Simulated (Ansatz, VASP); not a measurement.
## One calculation of HgTe, two programs

INCAR

```
PREC = Accurate ; ENCUT = 520
EDIFF = 1E-6 ; ISMEAR = -1
SIGMA = 0.03 ; LREAL = False
LASPH = True ; NELM = 100
ALGO = Normal ; ISIF = 2
LWAVE = False ; LCHARG = False
GGA = CA ; NBANDS = 16
```

KPOINTS

```
regular mesh
0
Gamma
  11 11 11
```

Contents of POSCAR:

```
HgTe
1.0
    0.0000000000      3.2018651199      3.2018651199
    3.2018651199      0.0000000000      3.2018651199
    3.2018651199      3.2018651199      0.0000000000
Hg Te
1 1
Direct
    0.0000000000      0.0000000000      0.0000000000
    0.7500000000      0.7500000000      0.7500000000
```

Input for Ansatz:

```yaml
crystal:
  lattice:
    - [0.0, 3.2018651199, 3.2018651199]
    - [3.2018651199, 0.0, 3.2018651199]
    - [3.2018651199, 3.2018651199, 0.0]
  atoms:
    - { symbol: Hg, position: [0.0, 0.0, 0.0] }
    - { symbol: Te, position: [0.75, 0.75, 0.75] }
kpoints:
  mp_grid: { grid: [11, 11, 11] }
  band_path:
    path:
      - [0.0, 0.0, 0.0]
      - [-0.5, -0.5, 0.0]
      - [-0.375, -0.375, 0.25]
      - [-0.375, 0.0, 0.375]
      - [0.0, 0.0, 0.0]
      - [0.0, 0.0, 0.5]
      - [-0.5, -0.25, 0.25]
      - [-0.5, -0.5, 0.0]
    npoints: 5
scf:
  occupations: { method: fermi_dirac, width: 0.03 }
hamiltonian:
  xc: lda
  pseudopotentials: { kind: all_electron, lapw: { basis_error: 0.0005 } }
output:
  forces: true
  stress: true
  eigenvalues: true
```

Change from the starting cell: volume scaled by 0.98.

Alike in both runs: task single point; functional LDA; k mesh 11 × 11 × 11; occupations fermi-dirac, width 0.03 eV; no spin polarisation.

|  | VASP | Ansatz |
| --- | --- | --- |
| version | VASP 6.6.1 | Ansatz 0.2.0 |
| potentials or method | VASP PAW LDA potentials, release 64 (Hg, Te), cutoff 520 eV | all-electron LAPW, scalar-relativistic |

Ansatz gave:

| Property | Result |
| --- | --- |
| pressure (GPa) | 0.7 |

Question: Estimate VASP's values.

Answer: Pressure (GPa): 1.0.

LDA's correlation is that of Perdew and Zunger in VASP and of Perdew and Wang (1992) in Ansatz. Ansatz ran all-electron here, and VASP with PAW potentials.

Spin-orbit coupling is off throughout.
